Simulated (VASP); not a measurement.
Runs of VASP 6.6.1 on Lu. The structure is that of space group Fm-3m (No. 225), or close to it. The cells are those of the table. 

| task | cell | k mesh | cutoff (eV) | gap on the mesh (eV) | pressure (GPa) |
| --- | --- | --- | --- | --- | --- |
| single point | a = 2.458 Å, angles 60.0°, 1 atom | 19 × 19 × 19 | 520 | none | 259.6 |
| single point | a = 3.307 Å, angles 60.0°, 1 atom | 15 × 15 × 15 | 520 | none | 0.2 |
| single point | a = 2.460 Å, angles 60.0°, 1 atom | 19 × 19 × 19 | 520 | none | (a) |
| relaxation of cell and atoms | relaxed to 250 GPa from a = 2.460 Å, angles 60.0°, 1 atom | 19 × 19 × 19 | 600 | none | 250.0 |
| relaxation of cell and atoms | relaxed to 250 GPa from a = 2.458 Å, angles 60.0°, 1 atom | 19 × 19 × 19 | 600 | none | 249.9 |

Alike in all rows: level LDA; potentials or basis VASP PAW PBE potentials, release 64 (Lu); no spin polarisation; smearing fermi-dirac 0.08 eV.

Question: Fill in the values left out.

Answer: (a) 257.1.

Caveats: the PAW data sets were made with another functional, which shifts forces and pressure a little; spin-orbit coupling is left out, which moves the levels of the heavy elements; the cell is relaxed towards a set pressure, so the enthalpy falls and the energy may rise (some runs).

A k mesh can miss the band edges, and the runs leave out spin-orbit coupling on Lu.

A gap of «none» marks levels without a gap at the run's occupations.
